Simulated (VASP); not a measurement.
# NbRh (P4/mmm) in VASP: further runs

Runs on NbRh. Level: LDA. Tasks: relaxation of cell and atoms, single point.

Program: VASP 6.6.1. These are calculated values, not measurements. Logs are shortened: lines on timing, memory, paths and dates and some standing lists are left out, and cuts for length are marked.

## Step 1: The cell of the first run

It takes space group P4/mmm (No. 123, tetragonal). Conventional cell: a = 2.806 Å, b = 2.806 Å, c = 3.813 Å, α = 90.00°, β = 90.00°, γ = 90.00°. Within 3.6 Å of Nb (site symmetry 4/mmm) lie 8 Rh at 2.75 Å and 4 Nb at 2.81 Å. Within 3.6 Å of Rh (site symmetry 4/mmm) lie 8 Nb at 2.75 Å and 4 Rh at 2.81 Å.

## Step 2: Relaxation of cell and atoms, LDA

INCAR

```
SYSTEM = NbRh
  ALGO = Normal
  EDIFF = 1E-6
  EDIFFG = -0.001
  ENCUT = 600
  GGA = CA
  IBRION = 2
  ISIF = 3
  ISMEAR = -1
  LASPH = .TRUE.
  LCHARG = .FALSE.
  LREAL = .FALSE.
  LWAVE = .FALSE.
  NELM = 100
  NSW = 80
  PREC = Accurate
  SIGMA = 0.15
```

KPOINTS

```
k-points
0
G
  14 14 12
  0 0 0
```

POSCAR

```
NbRh
1.0
    2.8064099553      0.0000000000      0.0000000000
    0.0000000000      2.8064099553      0.0000000000
    0.0000000000      0.0000000000      3.8128840903
Nb Rh
1 1
Direct
    0.0000000000      0.0000000000      0.0000000000
    0.5000000000      0.5000000000      0.5000000000
```

Potentials or basis: VASP PAW LDA potentials, release 64 (Nb_sv, Rh_pv).

On the command line:

```bash
> cat potpaw_LDA.64/Nb_sv/POTCAR potpaw_LDA.64/Rh_pv/POTCAR > POTCAR
> mpirun -np 1 vasp_std > vasp.out
```

OUTCAR:

```text
SYSTEM = NbRh
   EDIFF = 1E-6
   EDIFFG = -0.001
   ENCUT = 600
   GGA = CA
   IBRION = 2
   ISIF = 3
   ISMEAR = -1
   LASPH = .TRUE.
   LREAL = .FALSE.
   NELM = 100
   NSW = 80
   PREC = Accurate

 ion  position               nearest neighbor table
   1  0.000  0.000  0.000-   2 2.75   2 2.75   2 2.75   2 2.75   2 2.75   2 2.75   2 2.75   2 2.75

   2  0.500  0.500  0.500-   1 2.75   1 2.75   1 2.75   1 2.75   1 2.75   1 2.75   1 2.75   1 2.75

  LATTYP: Found a simple tetragonal cell.
 ALAT       =     2.8064099553
 C/A-ratio  =     1.3586340382

  Lattice vectors:

 A1 = (   2.8064099553,   0.0000000000,   0.0000000000)
 A2 = (   0.0000000000,   2.8064099553,   0.0000000000)
 A3 = (   0.0000000000,   0.0000000000,   3.8128840903)

Analysis of symmetry for initial positions (statically):
=====================================================================
 Subroutine PRICEL returns:
 Original cell was already a primitive cell.

 Routine SETGRP: Setting up the symmetry group for a
 simple tetragonal supercell.

 Subroutine GETGRP returns: Found 16 space group operations
 (whereof 16 operations were pure point group operations)
 out of a pool of 16 trial point group operations.

The static configuration has the point symmetry D_4h.

Analysis of symmetry for dynamics (positions and initial velocities):
=====================================================================
 Subroutine PRICEL returns:
 Original cell was already a primitive cell.

 Routine SETGRP: Setting up the symmetry group for a
 simple tetragonal supercell.

 Subroutine GETGRP returns: Found 16 space group operations
 (whereof 16 operations were pure point group operations)
 out of a pool of 16 trial point group operations.

The dynamic configuration has the point symmetry D_4h.

 Subroutine INISYM returns: Found 16 space group operations
 (whereof 16 operations are pure point group operations),
 and found     1 'primitive' translations

----------------------------------------------------------------------------------------

                                     Primitive cell

  volume of cell :      30.0300

[... 106 lines left out ...]
   IMIX   =      4    mixing-type and parameters
     AMIX     =   0.40;   BMIX     =  1.00
     AMIX_MAG =   1.60;   BMIX_MAG =  1.00
  volume/ion in A,a.u.               =      15.02       101.33
  Fermi-wavevector in a.u.,A,eV,Ry     =   1.599345  3.022324 34.802415  2.557905
  Thomas-Fermi vector in A             =   2.696653
   LORBIT       =      0    0 simple, 1 ext, 2 COOP (PROOUT), +10 PAW based schemes
   GGA     = CA    functional components
   LHFCALC =     F    Hartree Fock is set to
   AEXX    =    0.0000 exact exchange contribution
   IVDW    =     0    specifies the selected vdW correction
   LEPSILON=     F    determine dielectric tensor
   LRPA    =     F    only Hartree local field effects (RPA)
 conjugate gradient relaxation of ions
 non-spin polarized calculation
  energy-cutoff  :      600.00
  volume of cell :       30.03
 maximum number of plane-waves:      1027
 NGX is ok and might be reduce to    24
   NGX = 11   NGY = 11   NGZ = 15

--------------------------------------- Ionic step        1  -------------------------------------------

 number of electron      27.9999997 magnetization

 Free energy of the ion-electron system (eV)
  ---------------------------------------------------
  ext. energy  EPLUGINS =         0.00000000
  ---------------------------------------------------
  free energy    TOTEN  =       -20.86048666 eV

  energy without entropy =      -20.73713943  energy(sigma->0) =      -20.79881305

------------------------ aborting loop because EDIFF is reached ----------------------------------------

  FORCE on cell =-STRESS in cart. coord.  units (eV):
  Direction    XX          YY          ZZ          XY          YZ          ZX
  --------------------------------------------------------------------------------------
  -------------------------------------------------------------------------------------
  Total        0.1298380      0.1298380      0.1128283      0.0000000     -0.0000000     -0.0000000
  in kB        6.9271828      6.9271828      6.0196737      0.0000000     -0.0000000     -0.0000000
  external PRESSURE =       6.6246798 kB  Pullay stress =       0.0000000 kB
[... 89 lines left out ...]
  FREE ENERGIE OF THE ION-ELECTRON SYSTEM (eV)
  ---------------------------------------------------
  free  energy   TOTEN  =       -20.8606388872 eV

  energy  without entropy=      -20.7369262310  energy(sigma->0) =      -20.79878256

[... ionic steps 4 to 11 ...]

--------------------------------------- Ionic step       12  -------------------------------------------

 number of electron      27.9999997 magnetization

------------------------ aborting loop because EDIFF is reached ----------------------------------------
[... 67 lines left out ...]
--------------------------------------- Ionic step       14  -------------------------------------------

 number of electron      27.9999997 magnetization

 Free energy of the ion-electron system (eV)
  ---------------------------------------------------
  ext. energy  EPLUGINS =         0.00000000
  ---------------------------------------------------
  free energy    TOTEN  =       -20.86064377 eV

  energy without entropy =      -20.73691802  energy(sigma->0) =      -20.79878089

 E-fermi :  12.2795     XC(G=0): -13.7362

 val. band max:       12.2731963066   @ k =   0.3571   0.3571   0.2500
 cond. band min:      12.2810587829   @ k =   0.5000   0.0000   0.3333
 fundamental gap:      0.0078624763
 Fermi energy:        12.2795234355

 k-point     1 :       0.0000    0.0000    0.0000
  band No.  band energies     occupation
      1     -42.2551      2.00000
      2     -34.0373      2.00000
      3     -33.7912      2.00000
      4     -33.7912      2.00000
      5     -18.4925      2.00000
      6     -17.9023      2.00000
[... 481 lines left out ...]
      5     -18.7650      2.00000
      6     -18.3715      2.00000
[... 10 lines left out ...]
     17      15.1201      0.00000
     18      15.8839      0.00000

 [... further k-points ...]

------------------------ aborting loop because EDIFF is reached ----------------------------------------

  FORCE on cell =-STRESS in cart. coord.  units (eV):
  Direction    XX          YY          ZZ          XY          YZ          ZX
  --------------------------------------------------------------------------------------
  -------------------------------------------------------------------------------------
  Total        0.0001732      0.0001732     -0.0004303      0.0000000      0.0000000     -0.0000000
  in kB        0.0092173      0.0092173     -0.0228972      0.0000000      0.0000000     -0.0000000
  external PRESSURE =      -0.0014875 kB  Pullay stress =       0.0000000 kB
[... 17 lines left out ...]
  FREE ENERGIE OF THE ION-ELECTRON SYSTEM (eV)
  ---------------------------------------------------
  free  energy   TOTEN  =       -20.8606437673 eV

  energy  without entropy=      -20.7369180220  energy(sigma->0) =      -20.79878089

 reached required accuracy - stopping structural energy minimisation
```

OSZICAR:

```text
N       E                     dE             d eps       ncg     rms          rms(c)
DAV:   1     0.357603740138E+03    0.35760E+03   -0.18542E+04  9080   0.192E+03
DAV:   2    -0.701312220651E+01   -0.36462E+03   -0.35935E+03 10994   0.657E+02
DAV:   3    -0.211800668683E+02   -0.14167E+02   -0.13575E+02 13876   0.121E+02
[... 87 lines left out ...]
       N       E                     dE             d eps       ncg     rms          rms(c)
DAV:   1    -0.208606474406E+02   -0.34844E-05   -0.93764E-05  9416   0.125E-01    0.150E-02
DAV:   2    -0.208606470850E+02    0.35559E-06   -0.51679E-05  9988   0.585E-02    0.125E-02
DAV:   3    -0.208606439654E+02    0.31196E-05   -0.18190E-05 10974   0.336E-02    0.314E-03
DAV:   4    -0.208606437673E+02    0.19816E-06   -0.99029E-07  4852   0.106E-02
  14 F= -.20860644E+02 E0= -.20798781E+02  d E =0.106395E-06
```

CONTCAR:

```text
NbRh
   1.00000000000000
     2.8093662561890662   -0.0000000000000000    0.0000000000000000
    -0.0000000000000000    2.8093662561890662   -0.0000000000000000
    -0.0000000000000000    0.0000000000000000    3.8144725771455033
  Nb              Rh
     1     1
Direct
     0.0000000000000000    0.0000000000000000    1.0000000000000000
     0.5000000000000000    0.5000000000000000    0.5000000000000000

  0.00000000E+00  0.00000000E+00  0.00000000E+00
  0.00000000E+00  0.00000000E+00  0.00000000E+00
```

Wall time 5.8 min (1 thread of Intel Xeon Platinum 8488C (Sapphire Rapids), shared host); peak memory 0.29 GiB.

What came out:

- Free energy: -20.8606 eV
- Relaxed volume: 15.05 Å³/atom
- Relaxed cell: a = 2.809 Å, b = 2.809 Å, c = 3.814 Å, α = 90.00°, β = 90.00°, γ = 90.00°
- Space group after relaxing (to 0.05 Å): P4/mmm (No. 123)
- Energy gained by relaxing: 0.1 meV/atom
- Ionic steps: 14
- Pressure after relaxing: 0.0 GPa
- Band gap on the k mesh: zero (band 14 reaches 15.84 eV, above the bottom of band 15 at 10.85 eV)

The path:
```
step  energy change (eV)  largest force (eV/Å)  pressure (GPa)  volume (Å³)
   1              0.0000                0.0000            0.66        30.03
   2              0.0008                0.0000           -1.63        30.30
   3             -0.0002                0.0000           -0.01        30.11
   4             -0.0002                0.0000            0.00        30.10
   5             -0.0002                0.0000            0.01        30.10
   6             -0.0002                0.0000            0.01        30.11
   7             -0.0002                0.0000            0.02        30.11
   8             -0.0002                0.0000           -0.07        30.11
   9             -0.0002                0.0000            0.02        30.10
  10             -0.0002                0.0000            0.06        30.10
  11             -0.0002                0.0000           -0.05        30.11
  12             -0.0002                0.0000           -0.03        30.11
  13             -0.0002                0.0000           -0.02        30.11
  14             -0.0002                0.0000            0.00        30.11
```

Final structure:
```yaml
crystal:
  lattice:
    - [2.80937, 0.00000, 0.00000]
    - [0.00000, 2.80937, 0.00000]
    - [0.00000, 0.00000, 3.81447]
  atoms:
    - { symbol: Nb, position: [0.00000, 0.00000, 0.00000] }
    - { symbol: Rh, position: [0.50000, 0.50000, 0.50000] }
```

[end of part 1 of 2]
